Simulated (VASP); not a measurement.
# Pt (Fm-3m) in VASP: a series of runs, part 2 of 2

VASP 6.6.1. The steps go on from the part before.

## 3. Relaxation of cell and atoms, PBE

This run uses another cell than the first one, of 15.06 Å³/atom.

INCAR

```
SYSTEM = Pt
  PREC = Accurate
  ENCUT = 500
  EDIFF = 1E-7
  ISMEAR = -1
  SIGMA = 0.1
  LREAL = .FALSE.
  LASPH = .TRUE.
  NELM = 120
  ALGO = Normal
  ISIF = 3
  LWAVE = .FALSE.
  LCHARG = .FALSE.
  GGA = PE
  IBRION = 2
  NSW = 80
  EDIFFG = -0.03
  GGA_COMPAT = .FALSE.
  NELMIN = 4
```

KPOINTS

```
regular mesh
0
G
  9 9 9
  0 0 0
```

POSCAR

```
Pt
1.0
    0.0000000000      1.9600000000      1.9600000000
    1.9600000000      0.0000000000      1.9600000000
    1.9600000000      1.9600000000      0.0000000000
Pt
1
Direct
    0.0000000000      0.0000000000      0.0000000000
```

Potentials or basis: VASP PAW PBE potentials, release 64 (Pt).

The run is started by

```sh
cat potpaw_PBE.64/Pt/POTCAR > POTCAR
mpirun -np 1 vasp_std > vasp.out
```

OUTCAR:

```text
SYSTEM = Pt
   PREC = Accurate
   ENCUT = 500
   EDIFF = 1E-7
   ISMEAR = -1
   LREAL = .FALSE.
   LASPH = .TRUE.
   NELM = 120
   ISIF = 3
   GGA = PE
   IBRION = 2
   NSW = 80
   EDIFFG = -0.03
   NELMIN = 4

 ion  position               nearest neighbor table
   1  0.000  0.000  0.000-

  LATTYP: Found a face centered cubic cell.
 ALAT       =     3.9200000000

  Lattice vectors:

 A1 = (   0.0000000000,   1.9600000000,   1.9600000000)
 A2 = (   1.9600000000,   0.0000000000,   1.9600000000)
 A3 = (   1.9600000000,   1.9600000000,   0.0000000000)

Analysis of symmetry for initial positions (statically):
=====================================================================
 Subroutine PRICEL returns:
 Original cell was already a primitive cell.

 Routine SETGRP: Setting up the symmetry group for a
 face centered cubic supercell.

 Subroutine GETGRP returns: Found 48 space group operations
 (whereof 48 operations were pure point group operations)
 out of a pool of 48 trial point group operations.

The static configuration has the point symmetry O_h .

Analysis of symmetry for dynamics (positions and initial velocities):
=====================================================================
 Subroutine PRICEL returns:
 Original cell was already a primitive cell.

 Routine SETGRP: Setting up the symmetry group for a
 face centered cubic supercell.

 Subroutine GETGRP returns: Found 48 space group operations
 (whereof 48 operations were pure point group operations)
 out of a pool of 48 trial point group operations.

The dynamic configuration has the point symmetry O_h .

 Subroutine INISYM returns: Found 48 space group operations
 (whereof 48 operations are pure point group operations),
 and found     1 'primitive' translations

----------------------------------------------------------------------------------------

                                     Primitive cell

  volume of cell :      15.0591

  direct lattice vectors                    reciprocal lattice vectors
     0.000000000  1.960000000  1.960000000    -0.255102041  0.255102041  0.255102041
     1.960000000  0.000000000  1.960000000     0.255102041 -0.255102041  0.255102041
     1.960000000  1.960000000  0.000000000     0.255102041  0.255102041 -0.255102041

  length of vectors
     2.771858582  2.771858582  2.771858582     0.441849696  0.441849696  0.441849696

  position of ions in fractional coordinates (direct lattice)
     0.000000000  0.000000000  0.000000000

  ion indices of the primitive-cell ions
   primitive index   ion index
                 1           1

----------------------------------------------------------------------------------------

 KPOINTS: regular mesh

Automatic generation of k-mesh.
 Grid dimensions read from file:
 generate k-points for:    9    9    9

 Generating k-lattice:

  Cartesian coordinates                     Fractional coordinates (reciprocal lattice)
    -0.028344671  0.028344671  0.028344671     0.111111111  0.000000000  0.000000000
     0.028344671 -0.028344671  0.028344671     0.000000000  0.111111111  0.000000000
     0.028344671  0.028344671 -0.028344671     0.000000000  0.000000000  0.111111111

  Length of vectors
     0.049094411  0.049094411  0.049094411

  Shift w.r.t. Gamma in fractional coordinates (k-lattice)
     0.000000000  0.000000000  0.000000000

 Subroutine IBZKPT returns following result:
 ===========================================

 Found     35 irreducible k-points:

 Following reciprocal coordinates:
            Coordinates               Weight
  0.000000  0.000000  0.000000      1.000000
  0.111111  0.000000  0.000000      8.000000
  0.222222  0.000000  0.000000      8.000000
  0.333333  0.000000  0.000000      8.000000
  0.444444  0.000000  0.000000      8.000000
  0.111111  0.111111  0.000000      6.000000
[... 16 lines left out ...]
 -0.333333  0.333333  0.000000     12.000000
  0.444444  0.444444  0.000000      6.000000
 [... further k-points ...]
   k-points           NKPTS =     35   k-points in BZ     NKDIM =     35   number of bands    NBANDS=      9
   number of dos      NEDOS =    301   number of ions     NIONS =      1
   total plane-waves  NPLWV =   8000
   dimension x,y,z NGX =    20 NGY =   20 NGZ =   20
   dimension x,y,z NGXF=    40 NGYF=   40 NGZF=   40
   ions per type =               1
   NGX,Y,Z   is equivalent  to a cutoff of  12.00, 12.00, 12.00 a.u.
   NGXF,Y,Z  is equivalent  to a cutoff of  23.99, 23.99, 23.99 a.u.
 SYSTEM =  Pt
   PREC   = accura    normal or accurate (medium, high low for compatibility)
   ISTART =      0    job   : 0-new  1-cont  2-samecut
   ICHARG =      2    charge: 1-file 2-atom 10-const
   ISPIN  =      1    spin polarized calculation?
   LNONCOLLINEAR =      F non collinear calculations
   LSORBIT =      F    spin-orbit coupling
   LASPH  =      T    aspherical Exc in radial PAW
   ENCUT  =  500.0 eV  36.75 Ry    6.06 a.u.   5.05  5.05  5.05*2*pi/ulx,y,z
   NELM   =    120;   NELMIN=  4; NELMDL= -5     # of ELM steps
   EDIFF  = 0.1E-06   stopping-criterion for ELM
   LREAL  =      F    real-space projection
   EDIFFG = -.3E-01   stopping-criterion for IOM
   NSW    =     80    number of steps for IOM
   IBRION =      2    ionic relax: 0-MD 1-quasi-New 2-CG
   NFREE  =      1    steps in history (QN), initial steepest desc. (CG)
   ISIF   =      3    stress and relaxation
   ISYM   =      2    0-nonsym 1-usesym 2-fastsym
   POTIM  = 0.5000    time-step for ionic-motion
   TEBEG  =    0.0;   TEEND  =   0.0 temperature during run
   PSTRESS=    0.0 pullay stress
   NELECT =      10.0000    total number of electrons
   NUPDOWN=      -1.0000    fix difference up-down
   EMIN   =  10.00;   EMAX   =-10.00  energy-range for DOS
   EFERMI =   0.00;   METHOD = LEGACY
   ISMEAR =    -1;   SIGMA  =   0.10  broadening in eV -4-tet -1-fermi 0-gaus
   EFERMI_NEDOS =   21; number of points for ismear=-14 and -15
   IALGO  =     38    algorithm
   IMIX   =      4    mixing-type and parameters
     AMIX     =   0.40;   BMIX     =  1.00
     AMIX_MAG =   1.60;   BMIX_MAG =  1.00
  volume/ion in A,a.u.               =      15.06       101.62
  Fermi-wavevector in a.u.,A,eV,Ry     =   1.428265  2.699029 27.755077  2.039941
  Thomas-Fermi vector in A             =   2.548345
   LORBIT       =      0    0 simple, 1 ext, 2 COOP (PROOUT), +10 PAW based schemes
   GGA     = PE    functional components
   LHFCALC =     F    Hartree Fock is set to
   AEXX    =    0.0000 exact exchange contribution
   IVDW    =     0    specifies the selected vdW correction
   LEPSILON=     F    determine dielectric tensor
   LRPA    =     F    only Hartree local field effects (RPA)
 conjugate gradient relaxation of ions
 non-spin polarized calculation
  energy-cutoff  :      500.00
  volume of cell :       15.06
 maximum number of plane-waves:       390
   NGX = 11   NGY = 11   NGZ = 11

--------------------------------------- Ionic step        1  -------------------------------------------

 number of electron      10.0000001 magnetization

 Free energy of the ion-electron system (eV)
  ---------------------------------------------------
  ext. energy  EPLUGINS =         0.00000000
  ---------------------------------------------------
  free energy    TOTEN  =        -6.13522858 eV

  energy without entropy =       -6.08789429  energy(sigma->0) =       -6.11156143

------------------------ aborting loop because EDIFF is reached ----------------------------------------

  FORCE on cell =-STRESS in cart. coord.  units (eV):
  Direction    XX          YY          ZZ          XY          YZ          ZX
  --------------------------------------------------------------------------------------
  -------------------------------------------------------------------------------------
  Total        0.9360387      0.9360387      0.9360387     -0.0000000     -0.0000000      0.0000000
  in kB       99.5878124     99.5878124     99.5878124     -0.0000000     -0.0000000      0.0000000
  external PRESSURE =      99.5878124 kB  Pullay stress =       0.0000000 kB
[... 20 lines left out ...]
  energy  without entropy=       -6.0878942865  energy(sigma->0) =       -6.11156143

--------------------------------------- Ionic step        2  -------------------------------------------

 number of electron      10.0000002 magnetization

 E-fermi :   8.9298     XC(G=0): -12.7143

 val. band max:        8.9126379711   @ k =   0.4444   0.1111   0.0000
 cond. band min:       8.9626599433   @ k =  -0.4444   0.3333   0.0000
 fundamental gap:      0.0500219722
 Fermi energy:         8.9298357564

 k-point     1 :       0.0000    0.0000    0.0000
  band No.  band energies     occupation
      1       0.0945      2.00000
      2       5.8592      2.00000
      3       5.8592      2.00000
      4       5.8592      2.00000
      5       7.5918      2.00000
      6       7.5918      2.00000
      7      23.8246      0.00000
      8      28.0610      0.00000
      9      28.0610      0.00000
[... 343 lines left out ...]
  energy  without entropy=       -6.1014826718  energy(sigma->0) =       -6.12661870

--------------------------------------- Ionic step        4  -------------------------------------------

 number of electron      10.0000002 magnetization

 Free energy of the ion-electron system (eV)
  ---------------------------------------------------
  ext. energy  EPLUGINS =         0.00000000
  ---------------------------------------------------
  free energy    TOTEN  =        -6.15177883 eV

  energy without entropy =       -6.10160702  energy(sigma->0) =       -6.12669292

 E-fermi :  10.6346     XC(G=0): -13.2810

 val. band max:       10.6238778691   @ k =   0.4444   0.1111   0.0000
 cond. band min:      10.6805611028   @ k =  -0.4444   0.3333   0.0000
 fundamental gap:      0.0566832337
 Fermi energy:        10.6345881077

 k-point     1 :       0.0000    0.0000    0.0000
  band No.  band energies     occupation
      1       0.7770      2.00000
      2       7.0308      2.00000
      3       7.0308      2.00000
      4       7.0308      2.00000
      5       9.0663      2.00000
      6       9.0663      2.00000
      7      25.3366      0.00000
      8      30.1077      0.00000
      9      30.1077      0.00000
[... 304 lines left out ...]
  FREE ENERGIE OF THE ION-ELECTRON SYSTEM (eV)
  ---------------------------------------------------
  free  energy   TOTEN  =        -6.1517788276 eV

  energy  without entropy=       -6.1016070180  energy(sigma->0) =       -6.12669292

 reached required accuracy - stopping structural energy minimisation
```

CONTCAR:

```text
Pt
   1.00000000000000
    -0.0000000000000000    1.9838765160293290    1.9838765160293290
     1.9838765160293290    0.0000000000000000    1.9838765160293290
     1.9838765160293290    1.9838765160293290   -0.0000000000000000
  Pt
     1
Direct
     0.0000000000000000    0.0000000000000000    0.0000000000000000

  0.00000000E+00  0.00000000E+00  0.00000000E+00
```

It took 9 s on 1 thread of Intel Xeon Platinum 8488C (Sapphire Rapids), shared host; peak memory 0.13 GiB.

What came out:

- Free energy: -6.1518 eV
- Relaxed volume: 15.62 Å³/atom
- Relaxed cell: a = 2.806 Å, b = 2.806 Å, c = 2.806 Å, α = 60.00°, β = 60.00°, γ = 60.00°
- Space group after relaxing (to 0.1 Å): Fm-3m (No. 225)
- Energy gained by relaxing: 16.6 meV/atom
- Ionic steps: 4
- Pressure after relaxing: 0.0 GPa
- Band gap on the k mesh: zero (bands 5 and 6 overlap by 1.95 eV)

The path:
| step | energy change (eV) | largest force (eV/Å) | pressure (GPa) | volume (Å³) |
| --- | --- | --- | --- | --- |
| 1 | 0.0000 | 0.0000 | 9.96 | 15.06 |
| 2 | 0.0840 | 0.0000 | -18.35 | 17.19 |
| 3 | -0.0165 | 0.0000 | -0.34 | 15.64 |
| 4 | -0.0166 | 0.0000 | -0.03 | 15.62 |

Final structure:
```cif
data_structure
_symmetry_space_group_name_H-M 'P 1'
_symmetry_Int_Tables_number 1
_cell_length_a 2.8056
_cell_length_b 2.8056
_cell_length_c 2.8056
_cell_angle_alpha 60.000
_cell_angle_beta 60.000
_cell_angle_gamma 60.000
_cell_volume 15.62
loop_
_atom_site_label
_atom_site_type_symbol
_atom_site_fract_x
_atom_site_fract_y
_atom_site_fract_z
_atom_site_occupancy
Pt1 Pt 0.00000 0.00000 0.00000 1
```

Levels at points of the mesh, in eV from the Fermi level:
```csv
k point,band 2,band 3,band 4,band 5,band 6,band 7,band 8,band 9
"(0.00, 0.00, 0.00)",-3.60,-3.60,-3.60,-1.57,-1.57,14.70,19.47,19.47
```

Caveat: spin-orbit coupling is left out, which moves the levels of the heavy elements.
